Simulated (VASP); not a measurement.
Write the native input for VASP 6.6.1 that does the following.

| Quantity | Value |
| --- | --- |
| Task | single point |
| Functional | r2SCAN |
| Potentials or basis | VASP PAW PBE potentials, release 64 (Ca_sv, F) |
| Cutoff | 660 eV |
| k mesh | 6 × 6 × 6 |
| Occupations | gaussian, width 0.05 eV |
| Spin | no spin polarisation |
| Dipole correction | no |
| Further INCAR settings | ALGO = Normal; EDIFF = 1e-06; NBANDS = 19 |

Crystal: CaF2 (Fluorite).

```
Ca F
1.0
     0.00000    2.73100    2.70369
     2.73100    0.00000    2.70369
     2.73100    2.73100    0.00000
Ca F
1 2
Direct
  0.00000 0.00000 0.00000
  0.25000 0.25000 0.25000
  0.75000 0.75000 0.75000
```

The input as run:

POSCAR

```
CaF2
1.0
    0.0000000000      2.7310000000      2.7036900000
    2.7310000000      0.0000000000      2.7036900000
    2.7310000000      2.7310000000      0.0000000000
Ca F
1 2
Direct
    0.0000000000      0.0000000000      0.0000000000
    0.2500000000      0.2500000000      0.2500000000
    0.7500000000      0.7500000000      0.7500000000
```

INCAR.step1

```
SYSTEM = CaF2
PREC = Accurate
ENCUT = 660
ISMEAR = 0
SIGMA = 0.05
LREAL = .FALSE.
LASPH = .TRUE.
NELM = 120
NBANDS = 19
GGA = PE
ALGO = Normal
EDIFF = 1E-5
LWAVE = .TRUE.
LCHARG = .FALSE.
GGA_COMPAT = .FALSE.
```

INCAR.step2

```
SYSTEM = CaF2
PREC = Accurate
ENCUT = 660
EDIFF = 1E-6
ISMEAR = 0
SIGMA = 0.05
LREAL = .FALSE.
LASPH = .TRUE.
NELM = 120
ALGO = Normal
ISIF = 2
LWAVE = .FALSE.
LCHARG = .TRUE.
METAGGA = R2SCAN
LMIXTAU = .TRUE.
LELF = .TRUE.
LVHAR = .TRUE.
NBANDS = 19
ISTART = 1
GGA_COMPAT = .FALSE.
```

KPOINTS

```
regular mesh
0
G
  6 6 6
  0 0 0
```

Potentials or basis: VASP PAW PBE potentials, release 64 (Ca_sv, F).

Launch:

```sh
$ cat potpaw_PBE.64/Ca_sv/POTCAR potpaw_PBE.64/F/POTCAR > POTCAR
$ cp INCAR.step1 INCAR
$ mpirun -np 1 vasp_std > vasp.out
$ cp INCAR.step2 INCAR
$ mpirun -np 1 vasp_std > vasp.out
```

Results of the run:

```json
{
  "Pressure": "0.2 GPa",
  "Band gap on the k mesh": "7.97 eV, indirect (least direct gap 8.22 eV)"
}
```

Caveat: the PAW data sets were made with another functional, which shifts forces and pressure a little.

Wall time 60 s on 1 thread of Intel(R) Xeon(R) Platinum 8559C (Emerald Rapids), on a shared host, peak memory 0.2 GiB.
